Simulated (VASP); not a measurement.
# Gd (Im-3m) in VASP: relaxation of cell and atoms with PBEsol

Aim: the relaxation of cell and atoms of Gd with PBEsol.

Everything below comes from runs of VASP 6.6.1. Logs are shortened: lines on timing, memory, paths and dates and some standing lists are left out, and cuts for length are marked.

## 1. The cell of the first run

The structure is cubic, space group Im-3m (No. 229). Conventional cell: a = 3.944 Å, b = 3.944 Å, c = 3.944 Å, α = 90.00°, β = 90.00°, γ = 90.00°. Within 4.5 Å of Gd (site symmetry m-3m) lie 14 Gd at 3.42 to 3.94 Å.

This isn't the form of Gd at room conditions, which is hcp.

## 2. Relaxation of cell and atoms, PBEsol, collinear spin, ferromagnetic start

INCAR

```
SYSTEM = Gd
PREC = Accurate
ENCUT = 600
EDIFF = 1E-7
ISMEAR = -1
SIGMA = 0.08
LREAL = .FALSE.
LASPH = .TRUE.
NELM = 200
ALGO = Normal
ISIF = 3
LWAVE = .FALSE.
LCHARG = .FALSE.
ISPIN = 2
MAGMOM = 7
LORBIT = 11
LMAXMIX = 6
GGA = PS
IBRION = 2
NSW = 60
EDIFFG = -0.005
GGA_COMPAT = .FALSE.
NELMIN = 4
```

KPOINTS

```
regular mesh
0
G
  14 14 14
  0 0 0
```

POSCAR

```
Gd
1.0
   -1.9718986737      1.9718986737      1.9718986737
    1.9718986737     -1.9718986737      1.9718986737
    1.9718986737      1.9718986737     -1.9718986737
Gd
1
Direct
    0.0000000000      0.0000000000      0.0000000000
```

Potentials or basis: VASP PAW PBE potentials, release 64 (Gd).

Command:

```
$ cat potpaw_PBE.64/Gd/POTCAR > POTCAR
$ mpirun -np 1 vasp_std > vasp.out
```

OUTCAR:

```text
SYSTEM = Gd
   PREC = Accurate
   ENCUT = 600
   EDIFF = 1E-7
   ISMEAR = -1
   LREAL = .FALSE.
   LASPH = .TRUE.
   NELM = 200
   ISIF = 3
   ISPIN = 2
   LORBIT = 11
   GGA = PS
   IBRION = 2
   NSW = 60
   EDIFFG = -0.005
   NELMIN = 4

 ion  position               nearest neighbor table
   1  0.000  0.000  0.000-

  LATTYP: Found a body centered cubic cell.
 ALAT       =     3.9437973474

  Lattice vectors:

 A1 = (  -1.9718986737,   1.9718986737,   1.9718986737)
 A2 = (   1.9718986737,  -1.9718986737,   1.9718986737)
 A3 = (   1.9718986737,   1.9718986737,  -1.9718986737)

Analysis of symmetry for initial positions (statically):
=====================================================================
 Subroutine PRICEL returns:
 Original cell was already a primitive cell.

 Routine SETGRP: Setting up the symmetry group for a
 body centered cubic supercell.

 Subroutine GETGRP returns: Found 48 space group operations
 (whereof 48 operations were pure point group operations)
 out of a pool of 48 trial point group operations.

The static configuration has the point symmetry O_h .

Analysis of symmetry for dynamics (positions and initial velocities):
=====================================================================
 Subroutine PRICEL returns:
 Original cell was already a primitive cell.

 Routine SETGRP: Setting up the symmetry group for a
 body centered cubic supercell.

 Subroutine GETGRP returns: Found 48 space group operations
 (whereof 48 operations were pure point group operations)
 out of a pool of 48 trial point group operations.

The dynamic configuration has the point symmetry O_h .

Analysis of structural, dynamic, and magnetic symmetry:
=====================================================================
 Subroutine PRICEL returns:
 Original cell was already a primitive cell.

 Routine SETGRP: Setting up the symmetry group for a
 body centered cubic supercell.

 Subroutine GETGRP returns: Found 48 space group operations
 (whereof 48 operations were pure point group operations)
 out of a pool of 48 trial point group operations.

The overall configuration has the point symmetry O_h .

 Subroutine INISYM returns: Found 48 space group operations
 (whereof 48 operations are pure point group operations),
 and found     1 'primitive' translations

----------------------------------------------------------------------------------------

                                     Primitive cell

  volume of cell :      30.6700

  direct lattice vectors                    reciprocal lattice vectors
    -1.971898674  1.971898674  1.971898674     0.000000000  0.253562724  0.253562724
     1.971898674 -1.971898674  1.971898674     0.253562724  0.000000000  0.253562724
     1.971898674  1.971898674 -1.971898674     0.253562724  0.253562724  0.000000000

  length of vectors
     3.415428690  3.415428690  3.415428690     0.358591844  0.358591844  0.358591844

  position of ions in fractional coordinates (direct lattice)
     0.000000000  0.000000000  0.000000000

  ion indices of the primitive-cell ions
   primitive index   ion index
                 1           1

----------------------------------------------------------------------------------------

 KPOINTS: regular mesh

Automatic generation of k-mesh.
 Grid dimensions read from file:
 generate k-points for:   14   14   14

 Generating k-lattice:

  Cartesian coordinates                     Fractional coordinates (reciprocal lattice)
     0.000000000  0.018111623  0.018111623     0.071428571  0.000000000  0.000000000
     0.018111623  0.000000000  0.018111623     0.000000000  0.071428571  0.000000000
     0.018111623  0.018111623  0.000000000     0.000000000  0.000000000  0.071428571

  Length of vectors
     0.025613703  0.025613703  0.025613703

  Shift w.r.t. Gamma in fractional coordinates (k-lattice)
     0.000000000  0.000000000  0.000000000

 Subroutine IBZKPT returns following result:
 ===========================================

 Found    104 irreducible k-points:

 Following reciprocal coordinates:
            Coordinates               Weight
  0.000000  0.000000  0.000000      1.000000
  0.071429  0.000000  0.000000     12.000000
  0.142857  0.000000  0.000000     12.000000
  0.214286  0.000000  0.000000     12.000000
  0.285714  0.000000  0.000000     12.000000
  0.357143  0.000000  0.000000     12.000000
[... 16 lines left out ...]
  0.285714  0.285714  0.000000     24.000000
  0.357143  0.285714  0.000000     24.000000
 [... further k-points ...]
   k-points           NKPTS =    104   k-points in BZ     NKDIM =    104   number of bands    NBANDS=     17
   number of dos      NEDOS =    301   number of ions     NIONS =      1
   total plane-waves  NPLWV =  21952
   dimension x,y,z NGX =    28 NGY =   28 NGZ =   28
   dimension x,y,z NGXF=    56 NGYF=   56 NGZF=   56
   ions per type =               1
   NGX,Y,Z   is equivalent  to a cutoff of  13.63, 13.63, 13.63 a.u.
   NGXF,Y,Z  is equivalent  to a cutoff of  27.26, 27.26, 27.26 a.u.
 SYSTEM =  Gd
   PREC   = accura    normal or accurate (medium, high low for compatibility)
   ISTART =      0    job   : 0-new  1-cont  2-samecut
   ICHARG =      2    charge: 1-file 2-atom 10-const
   ISPIN  =      2    spin polarized calculation?
   LNONCOLLINEAR =      F non collinear calculations
   LSORBIT =      F    spin-orbit coupling
   LASPH  =      T    aspherical Exc in radial PAW
   ENCUT  =  600.0 eV  44.10 Ry    6.64 a.u.   6.82  6.82  6.82*2*pi/ulx,y,z
   NELM   =    200;   NELMIN=  4; NELMDL= -5     # of ELM steps
   EDIFF  = 0.1E-06   stopping-criterion for ELM
   LREAL  =      F    real-space projection
   EDIFFG = -.5E-02   stopping-criterion for IOM
   NSW    =     60    number of steps for IOM
   IBRION =      2    ionic relax: 0-MD 1-quasi-New 2-CG
   NFREE  =      1    steps in history (QN), initial steepest desc. (CG)
   ISIF   =      3    stress and relaxation
   ISYM   =      2    0-nonsym 1-usesym 2-fastsym
   POTIM  = 0.5000    time-step for ionic-motion
   TEBEG  =    0.0;   TEEND  =   0.0 temperature during run
   PSTRESS=    0.0 pullay stress
   NELECT =      18.0000    total number of electrons
   NUPDOWN=      -1.0000    fix difference up-down
   EMIN   =  10.00;   EMAX   =-10.00  energy-range for DOS
   EFERMI =   0.00;   METHOD = LEGACY
   ISMEAR =    -1;   SIGMA  =   0.08  broadening in eV -4-tet -1-fermi 0-gaus
   EFERMI_NEDOS =   21; number of points for ismear=-14 and -15
   IALGO  =     38    algorithm
   IMIX   =      4    mixing-type and parameters
     AMIX     =   0.40;   BMIX     =  1.00
     AMIX_MAG =   1.60;   BMIX_MAG =  1.00
  volume/ion in A,a.u.               =      30.67       206.97
  Fermi-wavevector in a.u.,A,eV,Ry     =   1.370654  2.590160 25.561150  1.878692
  Thomas-Fermi vector in A             =   2.496421
   LORBIT       =     11    0 simple, 1 ext, 2 COOP (PROOUT), +10 PAW based schemes
   GGA     = PS    functional components
   LHFCALC =     F    Hartree Fock is set to
   AEXX    =    0.0000 exact exchange contribution
   IVDW    =     0    specifies the selected vdW correction
   LEPSILON=     F    determine dielectric tensor
   LRPA    =     F    only Hartree local field effects (RPA)
 conjugate gradient relaxation of ions
 spin polarized calculation
  energy-cutoff  :      600.00
  volume of cell :       30.67
 maximum number of plane-waves:      1055
   NGX = 13   NGY = 13   NGZ = 13

--------------------------------------- Ionic step        1  -------------------------------------------

 number of electron      17.9999995 magnetization       7.6025529

 Free energy of the ion-electron system (eV)
  ---------------------------------------------------
  ext. energy  EPLUGINS =         0.00000000
  ---------------------------------------------------
  free energy    TOTEN  =       -11.96952479 eV

  energy without entropy =      -11.92824108  energy(sigma->0) =      -11.94888294

------------------------ aborting loop because EDIFF is reached ----------------------------------------

  FORCE on cell =-STRESS in cart. coord.  units (eV):
  Direction    XX          YY          ZZ          XY          YZ          ZX
  --------------------------------------------------------------------------------------
  -------------------------------------------------------------------------------------
  Total        0.0817033      0.0817033      0.0817033      0.0000000     -0.0000000      0.0000000
  in kB        4.2681172      4.2681172      4.2681172      0.0000000     -0.0000000      0.0000000
  external PRESSURE =       4.2681172 kB  Pullay stress =       0.0000000 kB
[... 55 lines left out ...]
  energy  without entropy=      -11.9274059836  energy(sigma->0) =      -11.94865711

--------------------------------------- Ionic step        3  -------------------------------------------

 number of electron      17.9999995 magnetization       7.6055036

 Free energy of the ion-electron system (eV)
  ---------------------------------------------------
  ext. energy  EPLUGINS =         0.00000000
  ---------------------------------------------------
  free energy    TOTEN  =       -11.96991138 eV

  energy without entropy =      -11.92759482  energy(sigma->0) =      -11.94875310

 E-fermi :   3.1502     XC(G=0): -10.4063

 val. band max:        3.1499480985   @ k =  -0.2857   0.2857   0.2143
 cond. band min:       3.1529715214   @ k =   0.2857   0.2143   0.1429
 fundamental gap:      0.0030234229
 Fermi energy:         3.1502496425

 spin component 1

 k-point     1 :       0.0000    0.0000    0.0000
  band No.  band energies     occupation
      1     -41.9844      1.00000
      2     -18.9462      1.00000
      3     -18.9462      1.00000
      4     -18.9462      1.00000
      5      -2.0277      1.00000
      6      -1.5723      1.00000
[... 9 lines left out ...]
     16       6.8829      0.00000
     17       6.8829      0.00000
[... 445 lines left out ...]
      3     -19.4795      1.00000
      4     -19.0547      1.00000
      5      -1.5502      1.00000
      6      -1.5200      1.00000
[... 9 lines left out ...]
     16       7.4894      0.00000
     17      10.0401      0.00000

 [... further k-points ...]

 spin component 2

 k-point     1 :       0.0000    0.0000    0.0000
  band No.  band energies     occupation
      1     -38.7716      1.00000
      2     -16.5124      1.00000
      3     -16.5124      1.00000
      4     -16.5124      1.00000
      5      -1.1220      1.00000
      6       3.5896      0.00410
[... 9 lines left out ...]
     16       7.9957      0.00000
     17       7.9957      0.00000
[... 488 lines left out ...]
  FREE ENERGIE OF THE ION-ELECTRON SYSTEM (eV)
  ---------------------------------------------------
  free  energy   TOTEN  =       -11.9699113765 eV

  energy  without entropy=      -11.9275948193  energy(sigma->0) =      -11.94875310

 reached required accuracy - stopping structural energy minimisation

 total charge

# of ion       s       p       d       f       tot
--------------------------------------------------
    1        2.074   5.538   0.622   6.981  15.216

 magnetization (x)

# of ion       s       p       d       f       tot
--------------------------------------------------
    1        0.003  -0.048   0.245   6.809   7.010
```

It took 12 min on 1 thread of AMD EPYC 9755, shared host; peak memory 0.25 GiB.

Results:

```yaml
Free_energy: -11.9699 eV
Relaxed_volume: 30.99 Å³/atom
Relaxed_cell: a = 3.427 Å, b = 3.427 Å, c = 3.427 Å, α = 109.47°, β = 109.47°, γ = 109.47°
Space_group_after_relaxing_to_0.1_Å: Im-3m (No. 229)
Energy_gained_by_relaxing: 0.4 meV/atom
Ionic_steps: 3
Pressure_after_relaxing: 0.0 GPa
Net_moment: 7.61 μB per cell
Site_moments: Gd +7.01 μB
Valence_electrons_inside_the_program's_atomic_spheres: Gd 15.22
```

Step by step:
```csv
step,energy change (eV),largest force (eV/Å),pressure (GPa),volume (Å³)
1,0.0000,0.0000,0.43,30.67
2,-0.0004,0.0000,-0.05,31.03
3,-0.0004,0.0000,0.01,30.99
```

Final structure:
```
CELL_PARAMETERS angstrom
-1.97864 1.97864 1.97864
1.97864 -1.97864 1.97864
1.97864 1.97864 -1.97864
ATOMIC_POSITIONS crystal
Gd 0.00000 0.00000 0.00000
```

Levels at points of the mesh, in eV from the Fermi level:
Spin up:
```
           k point  band 11  band 12  band 13  band 14  band 15  band 16
(0.00, 0.00, 0.00)    -4.57    -4.53     1.33     1.33     1.33     3.73
(0.50, 0.00, 0.00)    -4.55    -2.57    -0.39     1.39     3.65     4.48
(0.50, 0.50, 0.50)    -4.55    -2.11    -2.11     5.89     5.89     5.89
```
Spin down:
```tsv
k point	band 3	band 4	band 5	band 6	band 7	band 8
(0.00, 0.00, 0.00)	-19.66	-19.66	-4.27	0.44	0.44	0.44
(0.50, 0.00, 0.00)	-19.99	-19.67	-1.64	0.45	0.51	0.59
(0.50, 0.50, 0.50)	-20.37	-20.37	-1.31	-1.31	0.50	0.58
```

Caveat: the PAW data sets were made with another functional, which shifts forces and pressure a little; spin-orbit coupling is left out, which moves the levels of the heavy elements; semilocal functionals describe open f shells poorly, which spoils levels, moments and volumes. The state reached can hang on the start; a lower one may exist.
